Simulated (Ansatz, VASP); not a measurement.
# One calculation of Cu, two programs

```
Cu
1.0
    11.57025    0.00000    0.00000
     0.00000    2.23821    0.00000
    -4.59562    0.00000   21.74339
Cu
1
Direct
  0.50000 0.50000 0.50000
```

Alike in both runs: functional PBEsol; k mesh 3 × 13 × 2; occupations fermi-dirac, width 0.1 eV; no spin polarisation.

Ansatz relaxed the structure, and its values are those at the end. VASP's run is a single point on that final structure, the one shown.

|  | VASP | Ansatz |
| --- | --- | --- |
| version | VASP 6.6.1 | Ansatz 0.2.0 |
| potentials or method | VASP PAW PBE potentials, release 64 (Cu), cutoff 600 eV | plane waves, PAW |
| valence electrons in the cell | 11 | 19 |

```tsv
	VASP	Ansatz	Ansatz less VASP
pressure (GPa)	0.0	0.0	-0.01
```

VASP's potentials were made for PBE, not for PBEsol. The functional is the same, so the differences come from potentials, cutoffs and numerics. VASP's potentials hold 11 valence electrons a cell and Ansatz's 19, so a difference there can come from the potentials and not from the codes.
